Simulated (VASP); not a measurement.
# Au (Im-3m) in VASP: notebook, part 2 of 2

VASP 6.6.1.

**6. Relaxation of cell and atoms, PBE**

This run uses another cell than the first one, of 16.85 Å³/atom, 0.992 times its volume.

File INCAR:

```
PREC = Accurate
ENCUT = 600
EDIFF = 1E-6
ISMEAR = 0
SIGMA = 0.1
LREAL = F
LASPH = T
NELM = 80
ALGO = Normal
ISIF = 3
LWAVE = F
LCHARG = F
GGA = PE
IBRION = 2
NSW = 80
EDIFFG = -0.01
```

File KPOINTS:

```
Automatic mesh
0
Gamma
  11 11 11
```

File POSCAR:

```
Au
1.0
    1.6150000000      1.6150000000      1.6150000000
   -1.6150000000      1.6150000000      1.6150000000
   -1.6150000000     -1.6150000000      1.6150000000
Au
1
Direct
    0.0000000000      0.0000000000      0.0000000000
```

Potentials or basis: VASP PAW PBE potentials, release 64 (Au).

Launch:

```console
> cat potpaw_PBE.64/Au/POTCAR > POTCAR
> mpirun -np 1 vasp_std > vasp.out
```

OUTCAR:

```text
PREC = Accurate
   ENCUT = 600
   EDIFF = 1E-6
   ISMEAR = 0
   LREAL = F
   LASPH = T
   NELM = 80
   ISIF = 3
   GGA = PE
   IBRION = 2
   NSW = 80
   EDIFFG = -0.01

 ion  position               nearest neighbor table
   1  0.000  0.000  0.000-

  LATTYP: Found a body centered cubic cell.
 ALAT       =     3.2300000000

  Lattice vectors:

 A1 = (   1.6150000000,  -1.6150000000,  -1.6150000000)
 A2 = (   1.6150000000,   1.6150000000,   1.6150000000)
 A3 = (  -1.6150000000,  -1.6150000000,   1.6150000000)

Analysis of symmetry for initial positions (statically):
=====================================================================
 Subroutine PRICEL returns:
 Original cell was already a primitive cell.

 Routine SETGRP: Setting up the symmetry group for a
 body centered cubic supercell.

 Subroutine GETGRP returns: Found 48 space group operations
 (whereof 48 operations were pure point group operations)
 out of a pool of 48 trial point group operations.

The static configuration has the point symmetry O_h .

Analysis of symmetry for dynamics (positions and initial velocities):
=====================================================================
 Subroutine PRICEL returns:
 Original cell was already a primitive cell.

 Routine SETGRP: Setting up the symmetry group for a
 body centered cubic supercell.

 Subroutine GETGRP returns: Found 48 space group operations
 (whereof 48 operations were pure point group operations)
 out of a pool of 48 trial point group operations.

The dynamic configuration has the point symmetry O_h .

 Subroutine INISYM returns: Found 48 space group operations
 (whereof 48 operations are pure point group operations),
 and found     1 'primitive' translations

----------------------------------------------------------------------------------------

                                     Primitive cell

  volume of cell :      16.8491

  direct lattice vectors                    reciprocal lattice vectors
     1.615000000  1.615000000  1.615000000     0.309597523  0.000000000  0.309597523
    -1.615000000  1.615000000  1.615000000    -0.309597523  0.309597523  0.000000000
    -1.615000000 -1.615000000  1.615000000     0.000000000 -0.309597523  0.309597523

  length of vectors
     2.797262054  2.797262054  2.797262054     0.437837016  0.437837016  0.437837016

  position of ions in fractional coordinates (direct lattice)
     0.000000000  0.000000000  0.000000000

  ion indices of the primitive-cell ions
   primitive index   ion index
                 1           1

----------------------------------------------------------------------------------------

 KPOINTS: Automatic mesh

Automatic generation of k-mesh.
 Grid dimensions read from file:
 generate k-points for:   11   11   11

 Generating k-lattice:

[... 22 lines left out ...]
  0.363636  0.000000  0.000000     12.000000
  0.454545  0.000000  0.000000     12.000000
[... 16 lines left out ...]
  0.363636  0.181818  0.090909     48.000000
  0.454545  0.181818  0.090909     48.000000
 [... further k-points ...]
   k-points           NKPTS =     56   k-points in BZ     NKDIM =     56   number of bands    NBANDS=      9
   number of dos      NEDOS =    301   number of ions     NIONS =      1
   total plane-waves  NPLWV =  13824
   dimension x,y,z NGX =    24 NGY =   24 NGZ =   24
   dimension x,y,z NGXF=    48 NGYF=   48 NGZF=   48
   ions per type =               1
   NGX,Y,Z   is equivalent  to a cutoff of  14.26, 14.26, 14.26 a.u.
   NGXF,Y,Z  is equivalent  to a cutoff of  28.53, 28.53, 28.53 a.u.
 SYSTEM =  unknown system
   PREC   = accura    normal or accurate (medium, high low for compatibility)
   ISTART =      0    job   : 0-new  1-cont  2-samecut
   ICHARG =      2    charge: 1-file 2-atom 10-const
   ISPIN  =      1    spin polarized calculation?
   LNONCOLLINEAR =      F non collinear calculations
   LSORBIT =      F    spin-orbit coupling
   LASPH  =      T    aspherical Exc in radial PAW
   ENCUT  =  600.0 eV  44.10 Ry    6.64 a.u.   5.59  5.59  5.59*2*pi/ulx,y,z
   NELM   =     80;   NELMIN=  2; NELMDL= -5     # of ELM steps
   EDIFF  = 0.1E-05   stopping-criterion for ELM
   LREAL  =      F    real-space projection
   EDIFFG = -.1E-01   stopping-criterion for IOM
   NSW    =     80    number of steps for IOM
   IBRION =      2    ionic relax: 0-MD 1-quasi-New 2-CG
   NFREE  =      1    steps in history (QN), initial steepest desc. (CG)
   ISIF   =      3    stress and relaxation
   ISYM   =      2    0-nonsym 1-usesym 2-fastsym
   POTIM  = 0.5000    time-step for ionic-motion
   TEBEG  =    0.0;   TEEND  =   0.0 temperature during run
   PSTRESS=    0.0 pullay stress
   NELECT =      11.0000    total number of electrons
   NUPDOWN=      -1.0000    fix difference up-down
   EMIN   =  10.00;   EMAX   =-10.00  energy-range for DOS
   EFERMI =   0.00;   METHOD = LEGACY
   ISMEAR =     0;   SIGMA  =   0.10  broadening in eV -4-tet -1-fermi 0-gaus
   EFERMI_NEDOS =   21; number of points for ismear=-14 and -15
   IALGO  =     38    algorithm
   IMIX   =      4    mixing-type and parameters
     AMIX     =   0.40;   BMIX     =  1.00
     AMIX_MAG =   1.60;   BMIX_MAG =  1.00
  volume/ion in A,a.u.               =      16.85       113.70
  Fermi-wavevector in a.u.,A,eV,Ry     =   1.420190  2.683770 27.442141  2.016940
  Thomas-Fermi vector in A             =   2.541132
   LORBIT       =      0    0 simple, 1 ext, 2 COOP (PROOUT), +10 PAW based schemes
   GGA     = PE    functional components
   LHFCALC =     F    Hartree Fock is set to
   AEXX    =    0.0000 exact exchange contribution
   IVDW    =     0    specifies the selected vdW correction
   LEPSILON=     F    determine dielectric tensor
   LRPA    =     F    only Hartree local field effects (RPA)
 conjugate gradient relaxation of ions
 non-spin polarized calculation
 Gauss-broadening in eV      SIGMA  =   0.10
  energy-cutoff  :      600.00
  volume of cell :       16.85
 maximum number of plane-waves:       575
   NGX = 11   NGY = 11   NGZ = 11

--------------------------------------- Ionic step        1  -------------------------------------------

 number of electron      11.0000001 magnetization

 Free energy of the ion-electron system (eV)
  ---------------------------------------------------
  ext. energy  EPLUGINS =         0.00000000
  ---------------------------------------------------
  free energy    TOTEN  =        -3.15572835 eV

  energy without entropy =       -3.15154726  energy(sigma->0) =       -3.15363780

------------------------ aborting loop because EDIFF is reached ----------------------------------------

  FORCE on cell =-STRESS in cart. coord.  units (eV):
  Direction    XX          YY          ZZ          XY          YZ          ZX
  --------------------------------------------------------------------------------------
  -------------------------------------------------------------------------------------
  Total        1.1979452      1.1979452      1.1979452     -0.0000000      0.0000000      0.0000000
  in kB      113.9121272    113.9121272    113.9121272     -0.0000000      0.0000000      0.0000000
  external PRESSURE =     113.9121272 kB  Pullay stress =       0.0000000 kB
[... 92 lines left out ...]
--------------------------------------- Ionic step        4  -------------------------------------------

 number of electron      10.9999999 magnetization

 Free energy of the ion-electron system (eV)
  ---------------------------------------------------
  ext. energy  EPLUGINS =         0.00000000
  ---------------------------------------------------
  free energy    TOTEN  =        -3.19548911 eV

  energy without entropy =       -3.19077902  energy(sigma->0) =       -3.19313406

 E-fermi :   8.4222     XC(G=0): -12.3694

 val. band max:        8.4200566055   @ k =   0.4545   0.1818   0.0909
 cond. band min:       8.4545472862   @ k =   0.4545   0.2727   0.0909
 fundamental gap:      0.0344906807
 Fermi energy:         8.4221902137

 k-point     1 :       0.0000    0.0000    0.0000
  band No.  band energies     occupation
      1      -0.7110      2.00000
      2       3.9852      2.00000
      3       3.9852      2.00000
      4       3.9852      2.00000
      5       5.7437      2.00000
      6       5.7437      2.00000
      7      25.0363      0.00000
      8      25.0363      0.00000
      9      25.0363      0.00000
[... 265 lines left out ...]
 k-point    24 :       0.4545    0.1818    0.0909
  band No.  band energies     occupation
      1       2.3864      2.00000
      2       3.4750      2.00000
      3       4.4269      2.00000
      4       5.3372      2.00000
      5       6.4799      2.00000
      6       8.4201      1.02407
      7      14.2887      0.00000
      8      19.6323      0.00000
      9      22.8932      0.00000

 [... further k-points ...]
[... 5 lines left out ...]
  --------------------------------------------------------------------------------------
  -------------------------------------------------------------------------------------
  Total       -0.0034496     -0.0034496     -0.0034496      0.0000000     -0.0000000      0.0000000
  in kB       -0.3059347     -0.3059347     -0.3059347      0.0000000     -0.0000000      0.0000000
  external PRESSURE =      -0.3059347 kB  Pullay stress =       0.0000000 kB
[... 16 lines left out ...]
  FREE ENERGIE OF THE ION-ELECTRON SYSTEM (eV)
  ---------------------------------------------------
  free  energy   TOTEN  =        -3.1954891061 eV

  energy  without entropy=       -3.1907790209  energy(sigma->0) =       -3.19313406

 reached required accuracy - stopping structural energy minimisation
```

OSZICAR:

```text
N       E                     dE             d eps       ncg     rms          rms(c)
DAV:   1     0.486483853673E+02    0.48648E+02   -0.63281E+03  1072   0.122E+03
DAV:   2    -0.299692546182E+01   -0.51645E+02   -0.48921E+02  1038   0.214E+02
[... 28 lines left out ...]
   3 F= -.31954690E+01 E0= -.31931199E+01  d E =-.397406E-01
       N       E                     dE             d eps       ncg     rms          rms(c)
DAV:   1    -0.319574826073E+01   -0.27930E-03   -0.53242E-03  1014   0.804E-01    0.992E-02
DAV:   2    -0.319549538417E+01    0.25288E-03   -0.92223E-04  1013   0.287E-01    0.374E-02
DAV:   3    -0.319548775502E+01    0.76292E-05   -0.40378E-05  1050   0.569E-02    0.288E-02
DAV:   4    -0.319548909186E+01   -0.13368E-05   -0.18066E-06  1060   0.118E-02    0.549E-04
DAV:   5    -0.319548910608E+01   -0.14220E-07   -0.25800E-08   507   0.160E-03
   4 F= -.31954891E+01 E0= -.31931341E+01  d E =-.397608E-01
```

It took 15 s on 1 thread of AMD EPYC 9R45 (Zen 5), shared host; peak memory 0.12 GiB.

What came out:

```yaml
Free_energy: -3.1955 eV
Relaxed_volume: 18.07 Å³/atom
Relaxed_cell: a = 2.863 Å, b = 2.863 Å, c = 2.863 Å, α = 70.53°, β = 109.47°, γ = 70.53°
Space_group_after_relaxing_to_0.05_Å: Im-3m (No. 229)
Energy_gained_by_relaxing: 39.8 meV/atom
Ionic_steps: 4
Pressure_after_relaxing: 0.0 GPa
```

Step by step:
```csv
step,energy change (eV),largest force (eV/Å),pressure (GPa),volume (Å³)
1,0.0000,0.0000,11.39,16.85
2,0.0264,0.0000,-10.08,19.94
3,-0.0397,0.0000,-0.21,18.09
4,-0.0398,0.0000,-0.03,18.07
```

Final structure:
```yaml
crystal:
  lattice:
    - [1.65296, 1.65296, 1.65296]
    - [-1.65296, 1.65296, 1.65296]
    - [-1.65296, -1.65296, 1.65296]
  atoms:
    - { symbol: Au, position: [0.00000, 0.00000, 0.00000] }
```

Levels at points of the mesh, in eV from the Fermi level:
| k point | band 3 | band 4 | band 5 | band 6 | band 7 | band 8 | band 9 |
| --- | --- | --- | --- | --- | --- | --- | --- |
| (0.00, 0.00, 0.00) | -4.44 | -4.44 | -2.68 | -2.68 | 16.61 | 16.61 | 16.61 |

Caveat: spin-orbit coupling is left out, which moves the levels of the heavy elements.

**7. Summary**

```csv
task,cell,cutoff (eV),gap on the mesh (eV),pressure (GPa)
single point,"a = 2.805 Å, angles 70.5, 109.5, 70.5°, 1 atom",520,none,9.7
single point,"a = 2.762 Å, angles 70.5, 109.5, 70.5°, 1 atom",520,none,19.6
single point,"a = 2.864 Å, angles 70.5, 109.5, 70.5°, 1 atom",520,none,-0.2
single point,"a = 2.832 Å, angles 70.5, 109.5, 70.5°, 1 atom",520,none,4.8
relaxation of cell and atoms,"relaxed from a = 2.797 Å, angles 70.5, 109.5, 70.5°, 1 atom",600,none,0.0
```

Alike in all rows: level PBE; potentials or basis VASP PAW PBE potentials, release 64 (Au); no spin polarisation; k mesh 11 × 11 × 11; smearing gaussian 0.1 eV.

Caveats: spin-orbit coupling is left out, which moves the levels of the heavy elements.

Absolute energies hang on the potentials; compare differences alone.
